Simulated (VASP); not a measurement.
Write the native input for VASP 6.6.1 that does the following.

```yaml
Task: single point
Functional: PBEsol
Potentials_or_basis: VASP PAW PBE potentials, release 64 (Ti_sv)
Cutoff: 520 eV
k_mesh: 20 × 20 × 20
Occupations: gaussian, width 0.15 eV
Spin: no spin polarisation
Dipole_correction: no
Further_INCAR_settings: ALGO = Normal; EDIFF = 1e-07; NBANDS = 12
```

The structure of Ti lies in POSCAR:

```
Ti
1.0
   -1.6656150000      1.6656150000      1.5917700000
    1.6656150000     -1.6656150000      1.5917700000
    1.6656150000      1.6656150000     -1.5917700000
Ti
1
Direct
    0.0000000000      0.0000000000      0.0000000000
```

This cell differs from its parent crystal: strain +0.015 along x and y, -0.030 along z.

These files were run (other wordings do the same):

INCAR

```
  PREC = Accurate
  ENCUT = 520
  EDIFF = 1E-7
  ISMEAR = 0
  SIGMA = 0.15
  LREAL = F
  LASPH = T
  NELM = 60
  ALGO = Normal
  ISIF = 2
  LWAVE = F
  LCHARG = F
  GGA = PS
  NBANDS = 12
```

KPOINTS

```
regular mesh
0
Gamma
  20 20 20
```

Potentials or basis: VASP PAW PBE potentials, release 64 (Ti_sv).

Command:

```sh
$ cat potpaw_PBE.64/Ti_sv/POTCAR > POTCAR
$ mpirun -np 1 vasp_std > vasp.out
```

Results of the run:

The pressure is -6.7 GPa and the band gap on the k mesh is zero (band 6 reaches 8.75 eV, above the bottom of band 7 at 7.17 eV).

Caveat: the cell differs from its parent crystal (strain +0.015 along x and y, -0.030 along z); the PAW data sets were made with another functional, which shifts forces and pressure a little.

It took 4.6 min on 1 thread of AMD EPYC 7571, with other jobs on the host, peak memory 0.21 GiB.
